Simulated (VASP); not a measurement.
# Ca3CrO (Pm-3m) in VASP: single point with HSE06

Aim: the single point of Ca3CrO with HSE06.

Program: VASP 6.6.1. These are calculated values, not measurements. Logs are shortened: lines on timing, memory, paths and dates and some standing lists are left out, and cuts for length are marked.

### Step 1. The cell of the first run

The structure is cubic, space group Pm-3m (No. 221). Conventional cell: a = 4.739 Å, b = 4.739 Å, c = 4.739 Å, α = 90.00°, β = 90.00°, γ = 90.00°. Ca (site symmetry 4/mmm) has 2 O at 2.37 Å within 3.1 Å. O (site symmetry m-3m) has 6 Ca at 2.37 Å within 3.1 Å. Cr (site symmetry m-3m) has 12 Ca at 3.35 Å and 8 O at 4.10 Å within 4.4 Å.

### Step 2. Single point, HSE06, collinear spin, ferromagnetic start

The input, POSCAR:

```
Ca3CrO
1.0
    4.7392934100      0.0000000000      0.0000000000
    0.0000000000      4.7392934100      0.0000000000
    0.0000000000      0.0000000000      4.7392934100
Ca O Cr
3 1 1
Direct
    0.0000000000      0.5000000000      0.5000000000
    0.5000000000      0.0000000000      0.5000000000
    0.5000000000      0.5000000000      0.0000000000
    0.5000000000      0.5000000000      0.5000000000
    0.0000000000      0.0000000000      0.0000000000
```

The input, INCAR.step1:

```
PREC = Accurate
ENCUT = 520
EDIFF = 1E-5
ISMEAR = 0
SIGMA = 0.181
LREAL = F
LASPH = T
NELM = 150
ALGO = Normal
ISIF = 2
LWAVE = T
LCHARG = F
ISPIN = 2
MAGMOM = 0 0 0 0 4.45
LORBIT = 11
LMAXMIX = 4
NBANDS = 36
GGA = PE
```

The input, INCAR.step2:

```
PREC = Accurate
ENCUT = 520
EDIFF = 1E-6
ISMEAR = 0
SIGMA = 0.181
LREAL = F
LASPH = T
NELM = 150
ALGO = Normal
ISIF = 2
LWAVE = F
LCHARG = F
ISPIN = 2
MAGMOM = 0 0 0 0 4.45
LORBIT = 11
LMAXMIX = 4
GGA = PE
LHFCALC = T
HFSCREEN = 0.2079
PRECFOCK = Fast
NBANDS = 36
ISTART = 1
```

The input, KPOINTS:

```
Automatic mesh
0
Gamma
  2 2 2
```

Potentials or basis: VASP PAW PBE potentials, release 64 (Ca_sv, O, Cr_pv).

Command:

```console
$ cat potpaw_PBE.64/Ca_sv/POTCAR potpaw_PBE.64/O/POTCAR potpaw_PBE.64/Cr_pv/POTCAR > POTCAR
$ cp INCAR.step1 INCAR
$ mpirun -np 1 vasp_std > vasp.out
$ cp INCAR.step2 INCAR
$ mpirun -np 1 vasp_std > vasp.out
```

OUTCAR:

```text
PREC = Accurate
   ENCUT = 520
   EDIFF = 1E-6
   ISMEAR = 0
   LREAL = F
   LASPH = T
   NELM = 150
   ISIF = 2
   ISPIN = 2
   LORBIT = 11
   GGA = PE
   LHFCALC = T
   HFSCREEN = 0.2079
   PRECFOCK = Fast
   ISTART = 1

 ion  position               nearest neighbor table
   1  0.000  0.500  0.500-   4 2.37   4 2.37
   2  0.500  0.000  0.500-   4 2.37   4 2.37
   3  0.500  0.500  0.000-   4 2.37   4 2.37
   4  0.500  0.500  0.500-   1 2.37   2 2.37   3 2.37   3 2.37   2 2.37   1 2.37
   5  0.000  0.000  0.000-

  LATTYP: Found a simple cubic cell.
 ALAT       =     4.7392934100

  Lattice vectors:

 A1 = (   4.7392934100,   0.0000000000,   0.0000000000)
 A2 = (   0.0000000000,   4.7392934100,   0.0000000000)
 A3 = (   0.0000000000,   0.0000000000,   4.7392934100)

Analysis of symmetry for initial positions (statically):
=====================================================================
 Subroutine PRICEL returns:
 Original cell was already a primitive cell.

 Routine SETGRP: Setting up the symmetry group for a
 simple cubic supercell.

 Subroutine GETGRP returns: Found 48 space group operations
 (whereof 48 operations were pure point group operations)
 out of a pool of 48 trial point group operations.

The static configuration has the point symmetry O_h .

Analysis of symmetry for dynamics (positions and initial velocities):
=====================================================================
 Subroutine PRICEL returns:
 Original cell was already a primitive cell.

 Routine SETGRP: Setting up the symmetry group for a
 simple cubic supercell.

 Subroutine GETGRP returns: Found 48 space group operations
 (whereof 48 operations were pure point group operations)
 out of a pool of 48 trial point group operations.

The dynamic configuration has the point symmetry O_h .

Analysis of structural, dynamic, and magnetic symmetry:
=====================================================================
 Subroutine PRICEL returns:
 Original cell was already a primitive cell.

 Routine SETGRP: Setting up the symmetry group for a
 simple cubic supercell.

 Subroutine GETGRP returns: Found 48 space group operations
 (whereof 48 operations were pure point group operations)
 out of a pool of 48 trial point group operations.

The overall configuration has the point symmetry O_h .

 Subroutine INISYM returns: Found 48 space group operations
 (whereof 48 operations are pure point group operations),
 and found     1 'primitive' translations

----------------------------------------------------------------------------------------

                                     Primitive cell

  volume of cell :     106.4488

  direct lattice vectors                    reciprocal lattice vectors
     4.739293410  0.000000000  0.000000000     0.211001918  0.000000000  0.000000000
     0.000000000  4.739293410  0.000000000     0.000000000  0.211001918  0.000000000
     0.000000000  0.000000000  4.739293410     0.000000000  0.000000000  0.211001918

  length of vectors
     4.739293410  4.739293410  4.739293410     0.211001918  0.211001918  0.211001918

  position of ions in fractional coordinates (direct lattice)
     0.000000000  0.500000000  0.500000000
     0.500000000  0.000000000  0.500000000
     0.500000000  0.500000000  0.000000000
     0.500000000  0.500000000  0.500000000
     0.000000000  0.000000000  0.000000000

  ion indices of the primitive-cell ions
   primitive index   ion index
                 1           1
                 2           2
                 3           3
                 4           4
                 5           5

----------------------------------------------------------------------------------------

 KPOINTS: Automatic mesh

Automatic generation of k-mesh.
 Grid dimensions read from file:
 generate k-points for:    2    2    2

 Generating k-lattice:

  Cartesian coordinates                     Fractional coordinates (reciprocal lattice)
     0.105500959  0.000000000  0.000000000     0.500000000  0.000000000  0.000000000
     0.000000000  0.105500959  0.000000000     0.000000000  0.500000000  0.000000000
     0.000000000  0.000000000  0.105500959     0.000000000  0.000000000  0.500000000

  Length of vectors
     0.105500959  0.105500959  0.105500959

  Shift w.r.t. Gamma in fractional coordinates (k-lattice)
     0.000000000  0.000000000  0.000000000

 Subroutine IBZKPT returns following result:
 ===========================================

 Found      4 irreducible k-points:

 Following reciprocal coordinates:
            Coordinates               Weight
  0.000000  0.000000  0.000000      1.000000
  0.500000  0.000000  0.000000      3.000000
  0.500000  0.500000  0.000000      3.000000
  0.500000  0.500000  0.500000      1.000000
   k-points           NKPTS =      4   k-points in BZ     NKDIM =      8   number of bands    NBANDS=     36
   number of dos      NEDOS =    301   number of ions     NIONS =      5
   total plane-waves  NPLWV =  46656
   dimension x,y,z NGX =    36 NGY =   36 NGZ =   36
   dimension x,y,z NGXF=    72 NGYF=   72 NGZF=   72
   ions per type =               3   1   1
   NGX,Y,Z   is equivalent  to a cutoff of  12.63, 12.63, 12.63 a.u.
   NGXF,Y,Z  is equivalent  to a cutoff of  25.26, 25.26, 25.26 a.u.
 SYSTEM =  unknown system
   PREC   = accura    normal or accurate (medium, high low for compatibility)
   ISTART =      1    job   : 0-new  1-cont  2-samecut
   ICHARG =      0    charge: 1-file 2-atom 10-const
   ISPIN  =      2    spin polarized calculation?
   LNONCOLLINEAR =      F non collinear calculations
   LSORBIT =      F    spin-orbit coupling
   LASPH  =      T    aspherical Exc in radial PAW
   ENCUT  =  520.0 eV  38.22 Ry    6.18 a.u.   8.81  8.81  8.81*2*pi/ulx,y,z
   NELM   =    150;   NELMIN=  2; NELMDL=  0     # of ELM steps
   EDIFF  = 0.1E-05   stopping-criterion for ELM
   LREAL  =      F    real-space projection
   EDIFFG = 0.1E-04   stopping-criterion for IOM
   NSW    =      0    number of steps for IOM
   IBRION =     -1    ionic relax: 0-MD 1-quasi-New 2-CG
   NFREE  =      0    steps in history (QN), initial steepest desc. (CG)
   ISIF   =      2    stress and relaxation
   ISYM   =      3    0-nonsym 1-usesym 2-fastsym
   POTIM  = 0.5000    time-step for ionic-motion
   TEBEG  =    0.0;   TEEND  =   0.0 temperature during run
   PSTRESS=    0.0 pullay stress
   NELECT =      48.0000    total number of electrons
   NUPDOWN=      -1.0000    fix difference up-down
   EMIN   =  10.00;   EMAX   =-10.00  energy-range for DOS
   EFERMI =   0.00;   METHOD = LEGACY
   ISMEAR =     0;   SIGMA  =   0.18  broadening in eV -4-tet -1-fermi 0-gaus
   EFERMI_NEDOS =   21; number of points for ismear=-14 and -15
   IALGO  =     38    algorithm
   IMIX   =      1    mixing-type and parameters
     AMIX     =   0.40;   BMIX     =  1.00
     AMIX_MAG =   1.60;   BMIX_MAG =  1.00
  volume/ion in A,a.u.               =      21.29       143.67
  Fermi-wavevector in a.u.,A,eV,Ry     =   1.255379  2.372323 21.442473  1.575977
  Thomas-Fermi vector in A             =   2.389139
   LORBIT       =     11    0 simple, 1 ext, 2 COOP (PROOUT), +10 PAW based schemes
   GGA     = PE    functional components
   LHFCALC =     T    Hartree Fock is set to
   PRECFOCK=fast      Normal, Fast or Accurate (Low or Medium for compatibility)
   ENCUT4O =  -1.0   cutoff for four orbital integrals eV
   NKREDX  =     1    reduce k-point grid by
   NKREDY  =     1    reduce k-point grid by
   NKREDZ  =     1    reduce k-point grid by
   AEXX    =    0.2500 exact exchange contribution
   HFSCREEN=    0.2079 screening length (either q_TF or 0.3 A-1)
   HFSCREENC=   0.2079 screening length for correlation (either q_TF or 0.3 A-1)
   ENCUTFOCK=  -1.0 apply spherical cutoff to Coloumb kernel
   IVDW    =     0    specifies the selected vdW correction
   LEPSILON=     F    determine dielectric tensor
   LRPA    =     F    only Hartree local field effects (RPA)
 spin polarized calculation
 Gauss-broadening in eV      SIGMA  =   0.18
  energy-cutoff  :      520.00
  volume of cell :      106.45
 maximum number of plane-waves:      2897
 NGX is ok and might be reduce to    36
  NGX = 20; NGY = 20; NGZ = 20

 number of electron      48.0000007 magnetization       5.0010030

 Free energy of the ion-electron system (eV)
  ---------------------------------------------------
  ext. energy  EPLUGINS =         0.00000000
  ---------------------------------------------------
  free energy    TOTEN  =       -30.57953465 eV

  energy without entropy =      -30.56185510  energy(sigma->0) =      -30.57069488

 E-fermi :   4.8610     XC(G=0):  -7.9894

 val. band max:        4.0898752343   @ k =   0.5000   0.5000   0.5000
 cond. band min:       4.9166495179   @ k =   0.5000   0.5000   0.5000
 fundamental gap:      0.8267742837
 Fermi energy:         4.8610228117

 spin component 1

 k-point     1 :       0.0000    0.0000    0.0000
  band No.  band energies     occupation
      1     -43.0451      1.00000
      2     -43.0451      1.00000
      3     -43.0451      1.00000
      4     -40.3351      1.00000
      5     -40.2243      1.00000
      6     -40.2243      1.00000
[... 28 lines left out ...]
     35       9.7219      0.00000
     36       9.7219      0.00000

 k-point     2 :       0.5000    0.0000    0.0000
  band No.  band energies     occupation
      1     -43.0451      1.00000
      2     -43.0451      1.00000
      3     -43.0438      1.00000
      4     -40.2973      1.00000
      5     -40.2602      1.00000
      6     -40.2239      1.00000
[... 28 lines left out ...]
     35       9.2764      0.00000
     36       9.2835      0.00000

 k-point     3 :       0.5000    0.5000    0.0000
  band No.  band energies     occupation
      1     -43.0452      1.00000
      2     -43.0440      1.00000
      3     -43.0440      1.00000
      4     -40.2605      1.00000
      5     -40.2593      1.00000
      6     -40.2593      1.00000
[... 28 lines left out ...]
     35       9.1802      0.00000
     36       9.5605      0.00000

 k-point     4 :       0.5000    0.5000    0.5000
  band No.  band energies     occupation
      1     -43.0442      1.00000
      2     -43.0442      1.00000
      3     -43.0442      1.00000
      4     -40.2591      1.00000
      5     -40.2591      1.00000
      6     -40.2591      1.00000
[... 28 lines left out ...]
     35      10.2158      0.00000
     36      10.2158      0.00000
 Fermi energy:         4.8610228117

 spin component 2

 k-point     1 :       0.0000    0.0000    0.0000
  band No.  band energies     occupation
      1     -40.3261      1.00000
      2     -40.2150      1.00000
      3     -40.2149      1.00000
      4     -37.6115      1.00000
      5     -37.6115      1.00000
      6     -37.6115      1.00000
[... 28 lines left out ...]
     35      11.1542      0.00000
     36      11.1577      0.00000

 k-point     2 :       0.5000    0.0000    0.0000
  band No.  band energies     occupation
      1     -40.2890      1.00000
      2     -40.2509      1.00000
      3     -40.2145      1.00000
      4     -37.6126      1.00000
      5     -37.6115      1.00000
      6     -37.6115      1.00000
[... 28 lines left out ...]
     35       9.9160      0.00000
     36      10.3117      0.00000

 k-point     3 :       0.5000    0.5000    0.0000
  band No.  band energies     occupation
      1     -40.2511      1.00000
      2     -40.2504      1.00000
      3     -40.2504      1.00000
      4     -37.6126      1.00000
      5     -37.6126      1.00000
      6     -37.6115      1.00000
[... 28 lines left out ...]
     35      10.1427      0.00000
     36      10.3213      0.00000

 k-point     4 :       0.5000    0.5000    0.5000
  band No.  band energies     occupation
      1     -40.2497      1.00000
      2     -40.2497      1.00000
      3     -40.2496      1.00000
      4     -37.6129      1.00000
      5     -37.6129      1.00000
      6     -37.6129      1.00000
[... 28 lines left out ...]
     35      11.0930      0.00000
     36      11.0930      0.00000

------------------------ aborting loop because EDIFF is reached ----------------------------------------

  FORCE on cell =-STRESS in cart. coord.  units (eV):
  Direction    XX          YY          ZZ          XY          YZ          ZX
  --------------------------------------------------------------------------------------
  -------------------------------------------------------------------------------------
  Total        4.3956603      4.3956603      4.3956603      0.0000000      0.0000000     -0.0000000
  in kB       66.1597595     66.1597595     66.1597595      0.0000000      0.0000000     -0.0000000
  external PRESSURE =      66.1597595 kB  Pullay stress =       0.0000000 kB

 VOLUME and BASIS-vectors are now :
 -----------------------------------------------------------------------------
  energy-cutoff  :      520.00
  volume of cell :      106.45
      direct lattice vectors                 reciprocal lattice vectors
     4.739293410  0.000000000  0.000000000     0.211001918  0.000000000  0.000000000
     0.000000000  4.739293410  0.000000000     0.000000000  0.211001918  0.000000000
     0.000000000  0.000000000  4.739293410     0.000000000  0.000000000  0.211001918

 POSITION                                       TOTAL-FORCE (eV/Angst)
 -----------------------------------------------------------------------------------
      0.00000      2.36965      2.36965         0.000000      0.000000      0.000000
      2.36965      0.00000      2.36965         0.000000      0.000000      0.000000
      2.36965      2.36965      0.00000         0.000000      0.000000      0.000000
      2.36965      2.36965      2.36965         0.000000      0.000000      0.000000
      0.00000      0.00000      0.00000         0.000000      0.000000      0.000000
 -----------------------------------------------------------------------------------
    total drift:                               -0.000011     -0.000012     -0.000012

  FREE ENERGIE OF THE ION-ELECTRON SYSTEM (eV)
  ---------------------------------------------------
  free  energy   TOTEN  =       -30.5795346533 eV

  energy  without entropy=      -30.5618551034  energy(sigma->0) =      -30.57069488

 total charge

# of ion       s       p       d       tot
------------------------------------------
    1        2.065   5.873   0.220   8.158
    2        2.065   5.873   0.220   8.158
    3        2.065   5.873   0.220   8.158
    4        1.557   3.503   0.000   5.060
    5        0.367   6.141   4.092  10.601
--------------------------------------------------
tot          8.119  27.263   4.753  40.135

 magnetization (x)

# of ion       s       p       d       tot
------------------------------------------
    1       -0.002   0.011  -0.006   0.003
    2       -0.002   0.011  -0.006   0.003
    3       -0.002   0.011  -0.006   0.003
    4        0.001   0.013   0.000   0.014
    5        0.056   0.051   4.027   4.134
--------------------------------------------------
tot          0.050   0.097   4.009   4.155
```

Wall time 6.7 min (1 thread of Intel Xeon Platinum 8559C (Emerald Rapids), shared host); peak memory 0.36 GiB.

Results:

```yaml
Free_energy: -30.5795 eV
Pressure: 6.6 GPa
Net_moment: 5.00 μB per cell
Site_moments: Ca +0.00; O +0.01; Cr +4.13 μB
Valence_electrons_inside_the_program's_atomic_spheres: Ca 8.16; O 5.06; Cr 10.60
```

Levels at points of the mesh, in eV from the Fermi level:
Spin up:
| k point | band 24 | band 25 | band 26 | band 27 | band 28 | band 29 |
| --- | --- | --- | --- | --- | --- | --- |
| (0.00, 0.00, 0.00) | -2.95 | -2.95 | 1.41 | 1.41 | 1.62 | 1.62 |
| (0.50, 0.00, 0.00) | -2.74 | -2.74 | -2.46 | 0.45 | 0.45 | 1.66 |
| (0.50, 0.50, 0.00) | -2.66 | -2.52 | -1.84 | -1.84 | 0.48 | 2.81 |
| (0.50, 0.50, 0.50) | -2.59 | -2.59 | -0.77 | -0.77 | -0.77 | 2.28 |
Spin down:
```tsv
k point	band 17	band 18	band 19	band 20	band 21	band 22	band 23	band 24	band 25	band 26
(0.00, 0.00, 0.00)	-5.49	-5.49	-5.49	-5.21	-0.81	-0.81	0.86	0.86	0.86	3.14
(0.50, 0.00, 0.00)	-6.66	-5.62	-5.62	-3.33	-2.58	0.40	1.07	1.07	1.72	2.30
(0.50, 0.50, 0.00)	-6.73	-6.73	-5.75	-2.22	-1.27	-1.27	0.99	1.22	1.97	1.97
(0.50, 0.50, 0.50)	-6.85	-6.85	-6.85	-1.95	0.06	0.06	0.06	0.71	0.71	0.71
```

Caveat: the k points lie up to 0.66 Å⁻¹ apart; the PAW data sets were made with another functional, which shifts forces and pressure a little; a cell with one magnetic atom can't hold antiferromagnetic order, which such compounds often take.
